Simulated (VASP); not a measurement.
# CdF2 (R3m) in VASP: a series of runs

The runs below take CdF2 through single point, with LDA.

All numbers are computed with VASP 6.6.1; they aren't measurements. Logs are shortened: lines on timing, memory, paths and dates and some standing lists are left out, and cuts for length are marked.

## 1. The cell of the first run

It takes space group R3m (No. 160, trigonal). Conventional cell: a = 3.810 Å, b = 3.810 Å, c = 9.332 Å, α = 90.00°, β = 90.00°, γ = 120.00°. Cd (site symmetry 3m) has 8 F at 2.26 to 2.41 Å within 3.0 Å. F (site symmetry 3m) has 4 Cd at 2.26 to 2.36 Å and 6 F at 2.69 Å within 3.0 Å. Within 3.1 Å of F (site symmetry 3m) lie 4 Cd at 2.31 to 2.41 Å and 6 F at 2.69 Å.

## 2. Single point, LDA (all Cd atoms moved +0.075 Å, as atom 1 along Cartesian [1 1 1])

INCAR

```
SYSTEM = CdF2
ALGO = Normal ; EDIFF = 1E-7
ENCUT = 520 ; ISIF = 2
ISMEAR = 0 ; LASPH = .True.
LCHARG = .False. ; LREAL = .False.
LWAVE = .False. ; NBANDS = 20
NELM = 100 ; PREC = Accurate
SIGMA = 0.05
```

KPOINTS

```
k-points
0
Gamma
  8 8 8
  0 0 0
```

POSCAR

```
CdF2
1.0
    0.0000000000      2.6940000000      2.6940000000
    2.6940000000      0.0000000000      2.6940000000
    2.6940000000      2.6940000000      0.0000000000
Cd F
1 2
Direct
    0.0080366129      0.0080366129      0.0080366129
    0.2500000000      0.2500000000      0.2500000000
    0.7500000000      0.7500000000      0.7500000000
```

Potentials or basis: VASP PAW LDA potentials, release 64 (Cd, F).

Started as:

```bash
> cat potpaw_LDA.64/Cd/POTCAR potpaw_LDA.64/F/POTCAR > POTCAR
> mpirun -np 1 vasp_std > vasp.out
```

OUTCAR:

```text
SYSTEM = CdF2
   EDIFF = 1E-7
   ENCUT = 520
   ISIF = 2
   ISMEAR = 0
   LASPH = .True.
   LREAL = .False.
   NELM = 100
   PREC = Accurate

 ion  position               nearest neighbor table
   1  0.008  0.008  0.008-   2 2.26   3 2.31   3 2.31   3 2.31   2 2.36   2 2.36   2 2.36   3 2.41

   2  0.250  0.250  0.250-   1 2.26   1 2.36   1 2.36   1 2.36
   3  0.750  0.750  0.750-   1 2.31   1 2.31   1 2.31   1 2.41

  LATTYP: Found a face centered cubic cell.
 ALAT       =     5.3880000000

  Lattice vectors:

 A1 = (   0.0000000000,   2.6940000000,   2.6940000000)
 A2 = (   2.6940000000,   0.0000000000,   2.6940000000)
 A3 = (   2.6940000000,   2.6940000000,   0.0000000000)

Analysis of symmetry for initial positions (statically):
=====================================================================
 Subroutine PRICEL returns:
 Original cell was already a primitive cell.

 Routine SETGRP: Setting up the symmetry group for a
 face centered cubic supercell.

 Subroutine GETGRP returns: Found  6 space group operations
 (whereof  6 operations were pure point group operations)
 out of a pool of 48 trial point group operations.

The static configuration has the point symmetry C_3v.

Analysis of symmetry for dynamics (positions and initial velocities):
=====================================================================
 Subroutine PRICEL returns:
 Original cell was already a primitive cell.

 Routine SETGRP: Setting up the symmetry group for a
 face centered cubic supercell.

 Subroutine GETGRP returns: Found  6 space group operations
 (whereof  6 operations were pure point group operations)
 out of a pool of 48 trial point group operations.

The dynamic configuration has the point symmetry C_3v.

 Subroutine INISYM returns: Found  6 space group operations
 (whereof  6 operations are pure point group operations),
 and found     1 'primitive' translations

----------------------------------------------------------------------------------------

                                     Primitive cell

  volume of cell :      39.1041

  direct lattice vectors                    reciprocal lattice vectors
     0.000000000  2.694000000  2.694000000    -0.185597624  0.185597624  0.185597624
     2.694000000  0.000000000  2.694000000     0.185597624 -0.185597624  0.185597624
     2.694000000  2.694000000  0.000000000     0.185597624  0.185597624 -0.185597624

  length of vectors
     3.809891337  3.809891337  3.809891337     0.321464515  0.321464515  0.321464515

  position of ions in fractional coordinates (direct lattice)
     0.008036613  0.008036613  0.008036613
     0.250000000  0.250000000  0.250000000
     0.750000000  0.750000000  0.750000000

  ion indices of the primitive-cell ions
   primitive index   ion index
                 1           1
                 2           2
                 3           3

----------------------------------------------------------------------------------------

 KPOINTS: k-points

Automatic generation of k-mesh.
 Grid dimensions read from file:
 generate k-points for:    8    8    8

 Generating k-lattice:

  Cartesian coordinates                     Fractional coordinates (reciprocal lattice)
    -0.023199703  0.023199703  0.023199703     0.125000000  0.000000000  0.000000000
     0.023199703 -0.023199703  0.023199703     0.000000000  0.125000000  0.000000000
     0.023199703  0.023199703 -0.023199703     0.000000000  0.000000000  0.125000000

  Length of vectors
     0.040183064  0.040183064  0.040183064

  Shift w.r.t. Gamma in fractional coordinates (k-lattice)
     0.000000000  0.000000000  0.000000000

 Subroutine IBZKPT returns following result:
 ===========================================

 Found     65 irreducible k-points:

 Following reciprocal coordinates:
            Coordinates               Weight
  0.000000  0.000000  0.000000      1.000000
  0.125000  0.000000  0.000000      6.000000
  0.125000  0.125000  0.125000      2.000000
  0.250000  0.000000  0.000000      6.000000
  0.250000  0.250000  0.250000      2.000000
  0.375000  0.000000  0.000000      6.000000
[... 16 lines left out ...]
 -0.250000  0.125000  0.000000     12.000000
  0.125000  0.125000  0.375000      6.000000
 [... further k-points ...]
   k-points           NKPTS =     65   k-points in BZ     NKDIM =     65   number of bands    NBANDS=     20
   number of dos      NEDOS =    301   number of ions     NIONS =      3
   total plane-waves  NPLWV =  21952
   dimension x,y,z NGX =    28 NGY =   28 NGZ =   28
   dimension x,y,z NGXF=    56 NGYF=   56 NGZF=   56
   ions per type =               1   2
   NGX,Y,Z   is equivalent  to a cutoff of  12.22, 12.22, 12.22 a.u.
   NGXF,Y,Z  is equivalent  to a cutoff of  24.44, 24.44, 24.44 a.u.
 SYSTEM =  CdF2
   PREC   = accura    normal or accurate (medium, high low for compatibility)
   ISTART =      0    job   : 0-new  1-cont  2-samecut
   ICHARG =      2    charge: 1-file 2-atom 10-const
   ISPIN  =      1    spin polarized calculation?
   LNONCOLLINEAR =      F non collinear calculations
   LSORBIT =      F    spin-orbit coupling
   LASPH  =      T    aspherical Exc in radial PAW
   ENCUT  =  520.0 eV  38.22 Ry    6.18 a.u.   7.08  7.08  7.08*2*pi/ulx,y,z
   NELM   =    100;   NELMIN=  2; NELMDL= -5     # of ELM steps
   EDIFF  = 0.1E-06   stopping-criterion for ELM
   LREAL  =      F    real-space projection
   EDIFFG = 0.1E-05   stopping-criterion for IOM
   NSW    =      0    number of steps for IOM
   IBRION =     -1    ionic relax: 0-MD 1-quasi-New 2-CG
   NFREE  =      0    steps in history (QN), initial steepest desc. (CG)
   ISIF   =      2    stress and relaxation
   ISYM   =      2    0-nonsym 1-usesym 2-fastsym
   POTIM  = 0.5000    time-step for ionic-motion
   TEBEG  =    0.0;   TEEND  =   0.0 temperature during run
   PSTRESS=    0.0 pullay stress
   NELECT =      26.0000    total number of electrons
   NUPDOWN=      -1.0000    fix difference up-down
   EMIN   =  10.00;   EMAX   =-10.00  energy-range for DOS
   EFERMI =   0.00;   METHOD = LEGACY
   ISMEAR =     0;   SIGMA  =   0.05  broadening in eV -4-tet -1-fermi 0-gaus
   EFERMI_NEDOS =   21; number of points for ismear=-14 and -15
   IALGO  =     38    algorithm
   IMIX   =      4    mixing-type and parameters
     AMIX     =   0.40;   BMIX     =  1.00
     AMIX_MAG =   1.60;   BMIX_MAG =  1.00
  volume/ion in A,a.u.               =      13.03        87.96
  Fermi-wavevector in a.u.,A,eV,Ry     =   1.428867  2.700166 27.778468  2.041660
  Thomas-Fermi vector in A             =   2.548882
   LORBIT       =      0    0 simple, 1 ext, 2 COOP (PROOUT), +10 PAW based schemes
   GGA     = CA    functional components
   LHFCALC =     F    Hartree Fock is set to
   AEXX    =    0.0000 exact exchange contribution
   IVDW    =     0    specifies the selected vdW correction
   LEPSILON=     F    determine dielectric tensor
   LRPA    =     F    only Hartree local field effects (RPA)
 non-spin polarized calculation
 Gauss-broadening in eV      SIGMA  =   0.05
  energy-cutoff  :      520.00
  volume of cell :       39.10
 maximum number of plane-waves:      1067
   NGX = 15   NGY = 15   NGZ = 15

 number of electron      25.9999977 magnetization

 Free energy of the ion-electron system (eV)
  ---------------------------------------------------
  ext. energy  EPLUGINS =         0.00000000
  ---------------------------------------------------
  free energy    TOTEN  =       -12.70171210 eV

  energy without entropy =      -12.70171210  energy(sigma->0) =      -12.70171210

 E-fermi :  -1.3823     XC(G=0): -11.1257

 val. band max:       -1.6659352904   @ k =  -0.2500   0.5000   0.2500
 cond. band min:       1.1377880390   @ k =   0.0000   0.0000   0.0000
 fundamental gap:      2.8037233295
 Fermi energy:        -1.3823290679

 k-point     1 :       0.0000    0.0000    0.0000
  band No.  band energies     occupation
      1     -22.1134      2.00000
      2     -20.9341      2.00000
      3      -7.3061      2.00000
      4      -7.3048      2.00000
      5      -7.3048      2.00000
      6      -6.0284      2.00000
[... 12 lines left out ...]
     19      17.8464      0.00000
     20      17.8464      0.00000

 k-point     2 :       0.1250    0.0000    0.0000
  band No.  band energies     occupation
      1     -22.0600      2.00000
      2     -20.9807      2.00000
      3      -7.2679      2.00000
      4      -7.2433      2.00000
      5      -7.1109      2.00000
      6      -6.0480      2.00000
[... 12 lines left out ...]
     19      17.4490      0.00000
     20      17.4640      0.00000

 k-point     3 :       0.1250    0.1250    0.1250
  band No.  band energies     occupation
      1     -22.0600      2.00000
      2     -20.9808      2.00000
      3      -7.2439      2.00000
      4      -7.2439      2.00000
      5      -7.1356      2.00000
      6      -6.0473      2.00000
[... 12 lines left out ...]
     19      17.4460      0.00000
     20      17.4460      0.00000

 k-point     4 :       0.2500    0.0000    0.0000
  band No.  band energies     occupation
      1     -21.9163      2.00000
      2     -21.1090      2.00000
      3      -7.1258      2.00000
      4      -7.1010      2.00000
      5      -6.6511      2.00000
      6      -6.0651      2.00000
[... 12 lines left out ...]
     19      16.7850      0.00000
     20      17.4917      0.00000

 k-point     5 :       0.2500    0.2500    0.2500
  band No.  band energies     occupation
      1     -21.9162      2.00000
      2     -21.1092      2.00000
      3      -7.1032      2.00000
      4      -7.1032      2.00000
      5      -6.6773      2.00000
      6      -6.0622      2.00000
[... 12 lines left out ...]
     19      16.7780      0.00000
     20      17.4697      0.00000
[... 353 lines left out ...]
      6      -5.9911      2.00000
[... 12 lines left out ...]
     19      16.1229      0.00000
     20      18.7364      0.00000

 k-point    22 :      -0.3750    0.5000   -0.3750
  band No.  band energies     occupation
      1     -21.6288      2.00000
      2     -21.3632      2.00000
      3      -6.9403      2.00000
      4      -6.8765      2.00000
      5      -6.0714      2.00000
      6      -5.9852      2.00000
[... 12 lines left out ...]
     19      16.1159      0.00000
     20      18.7413      0.00000

 k-point    23 :      -0.2500    0.1250    0.0000
  band No.  band energies     occupation
      1     -21.8216      2.00000
      2     -21.1897      2.00000
      3      -7.0320      2.00000
      4      -6.9933      2.00000
      5      -6.3772      2.00000
      6      -6.1603      2.00000
[... 12 lines left out ...]
     19      16.1252      0.00000
     20      18.8987      0.00000

 k-point    24 :       0.1250    0.1250    0.3750
  band No.  band energies     occupation
      1     -21.8214      2.00000
      2     -21.1898      2.00000
      3      -7.0373      2.00000
      4      -6.9774      2.00000
      5      -6.3904      2.00000
      6      -6.1610      2.00000
[... 12 lines left out ...]
     19      16.1075      0.00000
     20      18.9065      0.00000

 [... further k-points ...]

------------------------ aborting loop because EDIFF is reached ----------------------------------------

  FORCE on cell =-STRESS in cart. coord.  units (eV):
  Direction    XX          YY          ZZ          XY          YZ          ZX
  --------------------------------------------------------------------------------------
  -------------------------------------------------------------------------------------
  Total       -1.0750177     -1.0750177     -1.0750177      0.0497023      0.0497023      0.0497023
  in kB      -44.0456911    -44.0456911    -44.0456911      2.0364069      2.0364069      2.0364069
  external PRESSURE =     -44.0456911 kB  Pullay stress =       0.0000000 kB

 VOLUME and BASIS-vectors are now :
 -----------------------------------------------------------------------------
  energy-cutoff  :      520.00
  volume of cell :       39.10
      direct lattice vectors                 reciprocal lattice vectors
     0.000000000  2.694000000  2.694000000    -0.185597624  0.185597624  0.185597624
     2.694000000  0.000000000  2.694000000     0.185597624 -0.185597624  0.185597624
     2.694000000  2.694000000  0.000000000     0.185597624  0.185597624 -0.185597624

 POSITION                                       TOTAL-FORCE (eV/Angst)
 -----------------------------------------------------------------------------------
      0.04330      0.04330      0.04330        -0.218235     -0.218235     -0.218235
      1.34700      1.34700      1.34700         0.134353      0.134353      0.134353
      4.04100      4.04100      4.04100         0.083882      0.083882      0.083882
 -----------------------------------------------------------------------------------
    total drift:                               -0.000051     -0.000051     -0.000051

  FREE ENERGIE OF THE ION-ELECTRON SYSTEM (eV)
  ---------------------------------------------------
  free  energy   TOTEN  =       -12.7017121012 eV

  energy  without entropy=      -12.7017121012  energy(sigma->0) =      -12.70171210
```

It took 19 s on 1 thread of Intel Xeon 6975P-C (Granite Rapids), shared host; peak memory 0.17 GiB.

What came out:

```
Free energy            : -12.7017 eV
Pressure               : -4.4 GPa
Largest force          : 0.378 eV/Å
Band gap on the k mesh : 2.80 eV, indirect (least direct gap 3.28 eV)
```

Forces on the atoms (eV/Å):
```
Cd  -0.218 -0.218 -0.218
F    0.134  0.134  0.134
F    0.084  0.084  0.084
```

Caveat: the cell differs from its parent crystal (all Cd atoms moved +0.075 Å, as atom 1 along Cartesian [1 1 1]).

## 3. Single point, LDA (all Cd atoms moved +0.113 Å, as atom 1 along Cartesian [1 1 1])

INCAR

```
PREC     = Accurate       # precision mode
ENCUT    = 520            # plane-wave cutoff, eV
EDIFF    = 1E-6           # SCF threshold, eV
ISMEAR   = 0              # smearing method
SIGMA    = 0.05           # smearing width, eV
LREAL    = F              # projectors in reciprocal space
LASPH    = T              # aspherical terms in the spheres
NELM     = 80             # most SCF steps
ALGO     = Normal         # electronic algorithm
ISIF     = 2              # what is computed and relaxed
LWAVE    = F              # write WAVECAR
LCHARG   = F              # write CHGCAR
GGA      = CA             # functional
NBANDS   = 20             # bands
```

KPOINTS

```
regular mesh
0
Gamma
  8 8 8
```

POSCAR: that of step 2 with these lines changed.

```diff
@@ -8,3 +8,3 @@
 Direct
-    0.0080366129      0.0080366129      0.0080366129
+    0.0120549193      0.0120549193      0.0120549193
     0.2500000000      0.2500000000      0.2500000000
```

Potentials or basis: VASP PAW LDA potentials, release 64 (Cd, F).

Started as:

```bash
> cat potpaw_LDA.64/Cd/POTCAR potpaw_LDA.64/F/POTCAR > POTCAR
> mpirun -np 1 vasp_std > vasp.out
```

Wall time 18 s (1 thread of Intel Xeon 6975P-C (Granite Rapids), shared host); peak memory 0.17 GiB.

The run converged. Its results:

```
Free energy            : -12.6837 eV
Pressure               : -4.0 GPa
Largest force          : 0.588 eV/Å
Band gap on the k mesh : 2.81 eV, indirect (least direct gap 3.29 eV)
```

Forces in eV/Å, atoms in the order of the input:
```
Cd  -0.340 -0.340 -0.340
F    0.227  0.227  0.227
F    0.112  0.112  0.112
```

Stress tensor (GPa, compression positive):
```
-4.00  0.47  0.47
 0.47 -4.00  0.47
 0.47  0.47 -4.00
```

Levels at points of the mesh, in eV from the valence-band top:
```tsv
k point	band 9	band 10	band 11	band 12	band 13	band 14	band 15	band 16	band 17	band 18
(0.00, 0.00, 0.00)	-0.98	-0.98	-0.48	-0.48	-0.48	2.81	12.33	12.33	12.39	17.12
(0.50, 0.00, 0.00)	-2.33	-1.88	-1.86	-0.38	-0.37	6.96	8.80	14.15	14.22	17.71
(0.50, 0.50, 0.50)	-2.30	-1.88	-1.88	-0.38	-0.38	6.96	8.83	14.16	14.16	17.79
(0.50, 0.50, 0.00)	-3.03	-2.83	-0.49	-0.11	-0.07	7.76	9.36	11.43	13.95	14.02
```

Caveat: the cell differs from its parent crystal (all Cd atoms moved +0.113 Å, as atom 1 along Cartesian [1 1 1]).
